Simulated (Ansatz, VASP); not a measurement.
# C in VASP and in Ansatz

Contents of INCAR:

```
SYSTEM = C
PREC     = Accurate       ! precision mode
ENCUT    = 600            ! plane-wave cutoff, eV
EDIFF    = 1E-6           ! SCF threshold, eV
ISMEAR   = 0              ! smearing method
SIGMA    = 0.1            ! smearing width, eV
LREAL    = .FALSE.        ! projectors in reciprocal space
LASPH    = .TRUE.         ! aspherical terms in the spheres
NELM     = 80             ! most SCF steps
ALGO     = Normal         ! electronic algorithm
ISIF     = 3              ! what is computed and relaxed
LWAVE    = .FALSE.        ! write WAVECAR
LCHARG   = .FALSE.        ! write CHGCAR
GGA      = PE             ! functional
IBRION   = 2              ! ionic algorithm
NSW      = 100            ! ionic steps
EDIFFG   = -0.01          ! ionic threshold
```

File KPOINTS:

```
Automatic mesh
0
G
  20 20 10
  0 0 0
```

File POSCAR:

```
C
1.0
    2.3450473335      0.0000000000      0.0000000000
    0.0000000000      2.3450473335      0.0000000000
    0.0000000000      0.0000000000      4.7839537311
C
3
Direct
    0.0000000000      0.0000000000      0.5109174255
    0.0000000000      0.0000000000      0.8174645916
    0.5000000000      0.5000000000      0.4656441429
```

Input for Ansatz:

```yaml
crystal:
  lattice:
    - [2.3450473335, 0.0, 0.0]
    - [0.0, 2.3450473335, 0.0]
    - [0.0, 0.0, 4.7839537311]
  atoms:
    - { symbol: C, position: [0.0, 0.0, 0.5109174255] }
    - { symbol: C, position: [0.0, 0.0, 0.8174645916] }
    - { symbol: C, position: [0.5, 0.5, 0.4656441429] }
basis:
  ecutwfc: 420
kpoints:
  mp_grid: { grid: [20, 20, 10] }
hamiltonian:
  xc: pbe
scf:
  occupations: { method: gaussian, width: 0.1 }
output:
  forces: true
  stress: true
  eigenvalues: true
  write_density: true
  write_potential: true
  elf: true
  volumetric_format: npy
relax:
  adjacent_minimum: "off"
  f_tol: 0.01
  max_steps: 80
  cell: { stress_tol: 0.05 }
```

Alike in both runs: task relaxation of cell and atoms; functional PBE; k mesh 20 × 20 × 10; occupations gaussian, width 0.1 eV; no spin polarisation.

|  | VASP | Ansatz |
| --- | --- | --- |
| version | VASP 6.6.1 | Ansatz 0.2.0 |
| potentials or method | VASP PAW PBE potentials, release 64 (C), cutoff 600 eV | scalar-relativistic, plane waves, PAW |
| valence electrons in the cell | 12 | 12 |

Ansatz gave:

- gap on the k mesh at the Fermi level, each at its own relaxed structure (eV): none
- relaxed volume (Å³/atom): 8.96
- relaxed cell length with the largest relative difference (Å): 4.874

Problem. Which values does VASP return?

Solution. gap on the k mesh at the Fermi level, each at its own relaxed structure (eV): none; relaxed volume (Å³/atom): 8.75; relaxed cell length with the largest relative difference (Å): 4.764.

A gap of «none» marks a metal or a gap that the smearing closes.
